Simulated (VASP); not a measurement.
# CdSe (Fm-3m) in VASP: a series of runs, part 2 of 2

VASP 6.6.1. Earlier steps stand in the parts before.

## (4) Relaxation of cell and atoms, PBE+D3(BJ)

The input, INCAR:

```
SYSTEM = CdSe
PREC     = Accurate       ! precision mode
ENCUT    = 600            ! plane-wave cutoff, eV
EDIFF    = 1E-7           ! SCF threshold, eV
ISMEAR   = -1             ! smearing method
SIGMA    = 0.05           ! smearing width, eV
LREAL    = .False.        ! projectors in reciprocal space
LASPH    = .True.         ! aspherical terms in the spheres
NELM     = 60             ! most SCF steps
ALGO     = Normal         ! electronic algorithm
ISIF     = 3              ! what is computed and relaxed
LWAVE    = .False.        ! write WAVECAR
LCHARG   = .False.        ! write CHGCAR
GGA      = PE             ! functional
IVDW     = 12             ! dispersion correction
IBRION   = 2              ! ionic algorithm
NSW      = 60             ! ionic steps
EDIFFG   = -0.01          ! ionic threshold
```

The input, KPOINTS:

```
regular mesh
0
Gamma
  8 8 8
  0 0 0
```

The input, POSCAR:

```
CdSe
1.0
    0.0000000000      2.8739580000      2.8739580000
    2.8739580000      0.0000000000      2.8739580000
    2.8739580000      2.8739580000      0.0000000000
Cd Se
1 1
Direct
    0.0000000000      0.0000000000      0.0000000000
    0.5000000000      0.5000000000      0.5000000000
```

Potentials or basis: VASP PAW PBE potentials, release 64 (Cd, Se).

On the command line:

```bash
$ cat potpaw_PBE.64/Cd/POTCAR potpaw_PBE.64/Se/POTCAR > POTCAR
$ mpirun -np 1 vasp_std > vasp.out
```

OUTCAR:

```text
SYSTEM = CdSe
   PREC = Accurate
   ENCUT = 600
   EDIFF = 1E-7
   ISMEAR = -1
   LREAL = .False.
   LASPH = .True.
   NELM = 60
   ISIF = 3
   GGA = PE
   IVDW = 12
   IBRION = 2
   NSW = 60
   EDIFFG = -0.01
 IVDW          = 12

 ion  position               nearest neighbor table
   1  0.000  0.000  0.000-   2 2.87   2 2.87   2 2.87   2 2.87   2 2.87   2 2.87
   2  0.500  0.500  0.500-   1 2.87   1 2.87   1 2.87   1 2.87   1 2.87   1 2.87

  LATTYP: Found a face centered cubic cell.
 ALAT       =     5.7479160000

  Lattice vectors:

 A1 = (   0.0000000000,   2.8739580000,   2.8739580000)
 A2 = (   2.8739580000,   0.0000000000,   2.8739580000)
 A3 = (   2.8739580000,   2.8739580000,   0.0000000000)

Analysis of symmetry for initial positions (statically):
=====================================================================
 Subroutine PRICEL returns:
 Original cell was already a primitive cell.

 Routine SETGRP: Setting up the symmetry group for a
 face centered cubic supercell.

 Subroutine GETGRP returns: Found 48 space group operations
 (whereof 48 operations were pure point group operations)
 out of a pool of 48 trial point group operations.

The static configuration has the point symmetry O_h .

Analysis of symmetry for dynamics (positions and initial velocities):
=====================================================================
 Subroutine PRICEL returns:
 Original cell was already a primitive cell.

 Routine SETGRP: Setting up the symmetry group for a
 face centered cubic supercell.

 Subroutine GETGRP returns: Found 48 space group operations
 (whereof 48 operations were pure point group operations)
 out of a pool of 48 trial point group operations.

The dynamic configuration has the point symmetry O_h .

 Subroutine INISYM returns: Found 48 space group operations
 (whereof 48 operations are pure point group operations),
 and found     1 'primitive' translations

----------------------------------------------------------------------------------------

                                     Primitive cell

  volume of cell :      47.4757

  direct lattice vectors                    reciprocal lattice vectors
     0.000000000  2.873958000  2.873958000    -0.173976098  0.173976098  0.173976098
     2.873958000  0.000000000  2.873958000     0.173976098 -0.173976098  0.173976098
     2.873958000  2.873958000  0.000000000     0.173976098  0.173976098 -0.173976098

  length of vectors
     4.064390381  4.064390381  4.064390381     0.301335442  0.301335442  0.301335442

  position of ions in fractional coordinates (direct lattice)
     0.000000000  0.000000000  0.000000000
     0.500000000  0.500000000  0.500000000

  ion indices of the primitive-cell ions
   primitive index   ion index
                 1           1
                 2           2

----------------------------------------------------------------------------------------

 KPOINTS: regular mesh

Automatic generation of k-mesh.
 Grid dimensions read from file:
 generate k-points for:    8    8    8

 Generating k-lattice:

  Cartesian coordinates                     Fractional coordinates (reciprocal lattice)
    -0.021747012  0.021747012  0.021747012     0.125000000  0.000000000  0.000000000
     0.021747012 -0.021747012  0.021747012     0.000000000  0.125000000  0.000000000
     0.021747012  0.021747012 -0.021747012     0.000000000  0.000000000  0.125000000

  Length of vectors
     0.037666930  0.037666930  0.037666930

  Shift w.r.t. Gamma in fractional coordinates (k-lattice)
     0.000000000  0.000000000  0.000000000

 Subroutine IBZKPT returns following result:
 ===========================================

 Found     29 irreducible k-points:

 Following reciprocal coordinates:
            Coordinates               Weight
  0.000000  0.000000  0.000000      1.000000
  0.125000  0.000000  0.000000      8.000000
  0.250000  0.000000  0.000000      8.000000
  0.375000  0.000000  0.000000      8.000000
  0.500000  0.000000  0.000000      4.000000
  0.125000  0.125000  0.000000      6.000000
[... 16 lines left out ...]
  0.500000  0.250000  0.125000     48.000000
 -0.375000  0.250000  0.125000     24.000000
 [... further k-points ...]
   k-points           NKPTS =     29   k-points in BZ     NKDIM =     29   number of bands    NBANDS=     13
   number of dos      NEDOS =    301   number of ions     NIONS =      2
   total plane-waves  NPLWV =  32768
   dimension x,y,z NGX =    32 NGY =   32 NGZ =   32
   dimension x,y,z NGXF=    64 NGYF=   64 NGZF=   64
   ions per type =               1   1
   NGX,Y,Z   is equivalent  to a cutoff of  13.09, 13.09, 13.09 a.u.
   NGXF,Y,Z  is equivalent  to a cutoff of  26.18, 26.18, 26.18 a.u.
 SYSTEM =  CdSe
   PREC   = accura    normal or accurate (medium, high low for compatibility)
   ISTART =      0    job   : 0-new  1-cont  2-samecut
   ICHARG =      2    charge: 1-file 2-atom 10-const
   ISPIN  =      1    spin polarized calculation?
   LNONCOLLINEAR =      F non collinear calculations
   LSORBIT =      F    spin-orbit coupling
   LASPH  =      T    aspherical Exc in radial PAW
   ENCUT  =  600.0 eV  44.10 Ry    6.64 a.u.   8.12  8.12  8.12*2*pi/ulx,y,z
   NELM   =     60;   NELMIN=  2; NELMDL= -5     # of ELM steps
   EDIFF  = 0.1E-06   stopping-criterion for ELM
   LREAL  =      F    real-space projection
   EDIFFG = -.1E-01   stopping-criterion for IOM
   NSW    =     60    number of steps for IOM
   IBRION =      2    ionic relax: 0-MD 1-quasi-New 2-CG
   NFREE  =      1    steps in history (QN), initial steepest desc. (CG)
   ISIF   =      3    stress and relaxation
   ISYM   =      2    0-nonsym 1-usesym 2-fastsym
   POTIM  = 0.5000    time-step for ionic-motion
   TEBEG  =    0.0;   TEEND  =   0.0 temperature during run
   PSTRESS=    0.0 pullay stress
   NELECT =      18.0000    total number of electrons
   NUPDOWN=      -1.0000    fix difference up-down
   EMIN   =  10.00;   EMAX   =-10.00  energy-range for DOS
   EFERMI =   0.00;   METHOD = LEGACY
   ISMEAR =    -1;   SIGMA  =   0.05  broadening in eV -4-tet -1-fermi 0-gaus
   EFERMI_NEDOS =   21; number of points for ismear=-14 and -15
   IALGO  =     38    algorithm
   IMIX   =      4    mixing-type and parameters
     AMIX     =   0.40;   BMIX     =  1.00
     AMIX_MAG =   1.60;   BMIX_MAG =  1.00
  volume/ion in A,a.u.               =      23.74       160.19
  Fermi-wavevector in a.u.,A,eV,Ry     =   1.184882  2.239103 19.101849  1.403946
  Thomas-Fermi vector in A             =   2.321088
   LORBIT       =      0    0 simple, 1 ext, 2 COOP (PROOUT), +10 PAW based schemes
   GGA     = PE    functional components
   LHFCALC =     F    Hartree Fock is set to
   AEXX    =    0.0000 exact exchange contribution
   IVDW    =    12    specifies the selected vdW correction
   LEPSILON=     F    determine dielectric tensor
   LRPA    =     F    only Hartree local field effects (RPA)
 conjugate gradient relaxation of ions
 non-spin polarized calculation
  energy-cutoff  :      600.00
  volume of cell :       47.48
 maximum number of plane-waves:      1604
   NGX = 17   NGY = 17   NGZ = 17

--------------------------------------- Ionic step        1  -------------------------------------------

 number of electron      17.9999995 magnetization

 Free energy of the ion-electron system (eV)
  ---------------------------------------------------
  ext. energy  EPLUGINS =         0.00000000
  ---------------------------------------------------
  free energy    TOTEN  =        -5.20540528 eV

  energy without entropy =       -5.20265521  energy(sigma->0) =       -5.20403025

 E-fermi :   2.3569     XC(G=0):  -9.9997

 val. band max:        2.3434794046   @ k =   0.0000   0.0000   0.0000
 cond. band min:       2.6315505596   @ k =   0.3750   0.3750   0.0000
 fundamental gap:      0.2880711550
 Fermi energy:         2.3569058929

 k-point     1 :       0.0000    0.0000    0.0000
  band No.  band energies     occupation
      1     -10.6179      2.00000
      2      -5.6584      2.00000
      3      -5.6584      2.00000
      4      -5.6424      2.00000
      5      -5.6424      2.00000
      6      -5.6424      2.00000
      7       1.6620      2.00000
      8       1.6620      2.00000
      9       1.6620      2.00000
     10       2.3435      1.13346
     11      10.9100      0.00000
     12      10.9100      0.00000
     13      10.9100      0.00000
[... 445 lines left out ...]
  energy  without entropy=       -5.9951366957  energy(sigma->0) =       -5.99629593

--------------------------------------- Ionic step        3  -------------------------------------------

 number of electron      18.0000000 magnetization

 Free energy of the ion-electron system (eV)
  ---------------------------------------------------
  ext. energy  EPLUGINS =         0.00000000
  ---------------------------------------------------
  free energy    TOTEN  =        -5.18753989 eV

  energy without entropy =       -5.18517956  energy(sigma->0) =       -5.18635973

 E-fermi :   2.7717     XC(G=0): -10.2148

 val. band max:        2.6572757359   @ k =  -0.2500   0.1250   0.0000
 cond. band min:       2.9254914141   @ k =   0.0000   0.0000   0.0000
 fundamental gap:      0.2682156783
 Fermi energy:         2.7716592143

 k-point     1 :       0.0000    0.0000    0.0000
  band No.  band energies     occupation
      1     -10.4931      2.00000
      2      -5.3459      2.00000
      3      -5.3459      2.00000
      4      -5.3285      2.00000
      5      -5.3285      2.00000
      6      -5.3285      2.00000
      7       1.9962      2.00000
      8       1.9962      2.00000
      9       1.9962      2.00000
     10       2.9255      0.08816
     11      11.3481      0.00000
     12      11.3481      0.00000
     13      11.3481      0.00000
[... 401 lines left out ...]
  FREE ENERGIE OF THE ION-ELECTRON SYSTEM (eV)
  ---------------------------------------------------
  free  energy   TOTEN  =        -5.9994816915 eV

  energy  without entropy=       -5.9971213558  energy(sigma->0) =       -5.99830152

 reached required accuracy - stopping structural energy minimisation
```

Run time: 48 s. Hardware: 1 thread of AMD EPYC 7R13 (Zen 3), shared host; peak memory 0.18 GiB.

What came out:

```
Free energy                            : -5.9995 eV
Relaxed volume                         : 22.70 Å³/atom
Relaxed cell                           : a = 4.004 Å, b = 4.004 Å, c = 4.004 Å, α = 60.00°, β = 60.00°, γ = 60.00°
Space group after relaxing (to 0.05 Å) : Fm-3m (No. 225)
Energy gained by relaxing              : 9.2 meV/atom
Ionic steps                            : 3
Pressure after relaxing                : 0.0 GPa
Band gap on the k mesh                 : zero (band 9 reaches 2.66 eV, above the bottom of band 10 at 2.21 eV)
Dispersion energy per atom             : -0.406 eV
```

The path:
```
step  energy change (eV)  largest force (eV/Å)  pressure (GPa)  volume (Å³)
   1              0.0000                0.0000           -2.73        47.48
   2             -0.0165                0.0000            1.03        44.75
   3             -0.0185                0.0000            0.00        45.40
```

Final structure:
```cif
data_structure
_symmetry_space_group_name_H-M 'P 1'
_symmetry_Int_Tables_number 1
_cell_length_a 4.0043
_cell_length_b 4.0043
_cell_length_c 4.0043
_cell_angle_alpha 60.000
_cell_angle_beta 60.000
_cell_angle_gamma 60.000
_cell_volume 45.40
loop_
_atom_site_label
_atom_site_type_symbol
_atom_site_fract_x
_atom_site_fract_y
_atom_site_fract_z
_atom_site_occupancy
Cd1 Cd 0.00000 0.00000 0.00000 1
Se1 Se 0.50000 0.50000 0.50000 1
```

Levels at points of the mesh, in eV from the Fermi level:
```tsv
k point	band 7	band 8	band 9	band 10	band 11	band 12
(0.00, 0.00, 0.00)	-0.78	-0.78	-0.78	0.15	8.58	8.58
(0.50, 0.00, 0.00)	-5.26	-0.14	-0.14	2.90	5.15	5.15
(0.50, 0.50, 0.00)	-4.46	-2.31	-2.31	-0.56	5.31	9.93
```

Caveat: pairwise dispersion overbinds metals, which lowers pressure and volume.

## (5) Relaxation of cell and atoms, PBE+D4

The input, INCAR:

```
SYSTEM = CdSe
PREC = Accurate
ENCUT = 600
EDIFF = 1E-6
ISMEAR = -1
SIGMA = 0.05
LREAL = .FALSE.
LASPH = .TRUE.
NELM = 80
ALGO = Normal
ISIF = 3
LWAVE = .FALSE.
LCHARG = .FALSE.
GGA = PE
IVDW = 13
IBRION = 2
NSW = 60
EDIFFG = -0.01
```

The input, KPOINTS:

```
Automatic mesh
0
G
  8 8 8
  0 0 0
```

POSCAR is that of step 4.

On the command line:

```bash
$ cat potpaw_PBE.64/Cd/POTCAR potpaw_PBE.64/Se/POTCAR > POTCAR
$ mpirun -np 1 vasp_std > vasp.out
```

Wall time 49 s (1 thread of AMD EPYC 7R13 (Zen 3), shared host); peak memory 0.17 GiB.

It converged, with:

```yaml
Free_energy: -6.0026 eV
Relaxed_volume: 22.75 Å³/atom
Relaxed_cell: a = 4.007 Å, b = 4.007 Å, c = 4.007 Å, α = 60.00°, β = 60.00°, γ = 60.00°
Space_group_after_relaxing_to_0.05_Å: Fm-3m (No. 225)
Energy_gained_by_relaxing: 8.3 meV/atom
Ionic_steps: 3
Pressure_after_relaxing: 0.0 GPa
Band_gap_on_the_k_mesh: zero (band 9 reaches 2.64 eV, above the bottom of band 10 at 2.19 eV)
Dispersion_energy_per_atom: -0.407 eV
```

The path:
```tsv
step	energy change (eV)	largest force (eV/Å)	pressure (GPa)	volume (Å³)
1	0.0000	0.0000	-2.58	47.48
2	-0.0148	0.0000	0.96	44.90
3	-0.0166	0.0000	-0.01	45.51
```

Final structure:
```
Cd Se
1.0
     0.00000    2.83366    2.83366
     2.83366    0.00000    2.83366
     2.83366    2.83366    0.00000
Cd Se
1 1
Direct
  0.00000 0.00000 0.00000
  0.50000 0.50000 0.50000
```

Levels at points of the mesh, in eV from the Fermi level:
```tsv
k point	band 5	band 6	band 7	band 8	band 9	band 10	band 11	band 12	band 13
(0.00, 0.00, 0.00)	-8.09	-8.09	-0.77	-0.77	-0.77	0.14	8.57	8.57	8.57
(0.50, 0.00, 0.00)	-7.94	-7.94	-5.24	-0.14	-0.14	2.90	5.15	5.15	6.14
(0.50, 0.50, 0.00)	-7.88	-7.34	-4.45	-2.30	-2.30	-0.56	5.31	9.92	10.50
```

Caveat: pairwise dispersion overbinds metals, which lowers pressure and volume.

## (6) Single point, r2SCAN, non-collinear spin, zero start, spin-orbit coupling

POSCAR is that of step 5.

The input, INCAR.step1:

```
SYSTEM = CdSe
PREC = Accurate ; ENCUT = 520
ISMEAR = -1 ; SIGMA = 0.05
LREAL = .False. ; LASPH = .True.
NELM = 150 ; LNONCOLLINEAR = .True.
MAGMOM = 0 0 0 0 0 0 ; LSORBIT = .True.
GGA_COMPAT = .False. ; NBANDS = 30
GGA = PE ; ALGO = Normal
EDIFF = 1E-4 ; LWAVE = .True.
LCHARG = .False.
```

The input, INCAR.step2:

```
SYSTEM = CdSe
PREC = Accurate ; ENCUT = 520
EDIFF = 1E-6 ; ISMEAR = -1
SIGMA = 0.05 ; LREAL = .False.
LASPH = .True. ; NELM = 150
ALGO = Normal ; ISIF = 2
LWAVE = .False. ; LCHARG = .True.
LNONCOLLINEAR = .True. ; MAGMOM = 0 0 0 0 0 0
LORBIT = 11 ; LSORBIT = .True.
GGA_COMPAT = .False. ; LORBMOM = .True.
METAGGA = R2SCAN ; LMIXTAU = .True.
LVHAR = .True. ; NBANDS = 30
ISTART = 1
```

The input, KPOINTS:

```
Automatic mesh
0
Gamma
  6 6 6
  0 0 0
```

Potentials or basis: VASP PAW PBE potentials, release 64 (Cd, Se).

On the command line:

```bash
$ cat potpaw_PBE.64/Cd/POTCAR potpaw_PBE.64/Se/POTCAR > POTCAR
$ cp INCAR.step1 INCAR
$ mpirun -np 1 vasp_ncl > vasp.out
$ cp INCAR.step2 INCAR
$ mpirun -np 1 vasp_ncl > vasp.out
```

Wall time 3.8 min (1 thread of AMD EPYC 7R13 (Zen 3), shared host); peak memory 0.29 GiB.

The run converged. Its results:

| Quantity | Value |
| --- | --- |
| Free energy | -35.7358 eV |
| Pressure | -1.8 GPa |
| Net moment | 0.00 μB per cell |
| Valence electrons inside the program's atomic spheres | Cd 10.19; Se 3.88 |

Moments on the atoms (μB; x, y, z):
```
Cd  0.00 0.00 0.00
Se  0.00 0.00 0.00
```

Caveat: the PAW data sets were made with another functional, which shifts forces and pressure a little.

## (7) Overview

```csv
task,level,spin,cell,k mesh,cutoff (eV),smearing,gap on the mesh (eV),pressure (GPa),relaxed volume (Å³/atom)
single point,PBE,off,as given,8 × 8 × 8,520,gaussian 0.024 eV,none,0.0,-
single point,PBE,off,as given,8 × 8 × 8,520,gaussian 0.027 eV,none,0.0,-
relaxation of cell and atoms,PBE+D3(BJ),off,relaxed,8 × 8 × 8,600,fermi-dirac 0.05 eV,none,0.0,22.70
relaxation of cell and atoms,PBE+D4,off,relaxed,8 × 8 × 8,600,fermi-dirac 0.05 eV,none,0.0,22.75
single point,r2SCAN,"non-collinear, zero start, SOC",as given,6 × 6 × 6,520,fermi-dirac 0.05 eV,-,-1.8,-
```

Alike in all rows: potentials or basis VASP PAW PBE potentials, release 64 (Cd, Se).

The pressure there spans -1.8 GPa (r2SCAN) to 0.0 GPa (PBE); a positive pressure means that this level wants a larger cell, a negative one a smaller.

Caveats: pairwise dispersion overbinds metals, which lowers pressure and volume (some runs); the PAW data sets were made with another functional, which shifts forces and pressure a little (some runs).

Total energies depend on the potentials used, so only differences within one code and one set of settings carry meaning.
